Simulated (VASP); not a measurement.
Crystal: MgO2.

```
Mg O
1.0
     1.60476    0.92651    3.49398
    -1.60476    0.92651    3.49398
     0.00000   -1.85302    3.49398
Mg O
1 2
Direct
  0.00000 0.00000 0.00000
  0.42879 0.42879 0.42879
  0.57121 0.57121 0.57121
```

| Item | Value |
| --- | --- |
| Program | VASP 6.6.1 |
| Task | relaxation of cell and atoms |
| Functional | r2SCAN |
| Potentials or basis | VASP PAW PBE potentials, release 64 (Mg, O) |
| Cutoff | 600 eV |
| k mesh | 6 × 6 × 6 |
| Occupations | gaussian, width 0.1 eV |
| Spin | no spin polarisation |

At the start: pressure -6.0 GPa; volume 10.39 Å³/atom.

**Question.** Where does the relaxation end?

**Answer.** Over 6 steps the energy falls by 9.7 meV/atom and the volume is 9.90 Å³/atom (-4.7 %); space group R-3m (No. 166, to 0.05 Å).

The path:
```csv
step,energy change (eV),largest force (eV/Å),pressure (GPa),volume (Å³)
1,0.0000,0.0373,-5.98,31.17
2,-0.0259,0.2017,1.69,29.45
3,-0.0274,0.1715,0.13,29.76
4,-0.0244,0.5011,-0.08,29.60
5,-0.0287,0.0765,0.03,29.71
6,-0.0292,0.0309,-0.01,29.70
```

Final structure:
```
CELL_PARAMETERS angstrom
1.57472 0.90917 3.45714
-1.57472 0.90917 3.45714
0.00000 -1.81833 3.45714
ATOMIC_POSITIONS crystal
Mg 0.00000 0.00000 0.00000
O 0.42859 0.42859 0.42859
O 0.57141 0.57141 0.57141
```

Caveat: the PAW data sets were made with another functional, which shifts forces and pressure a little.
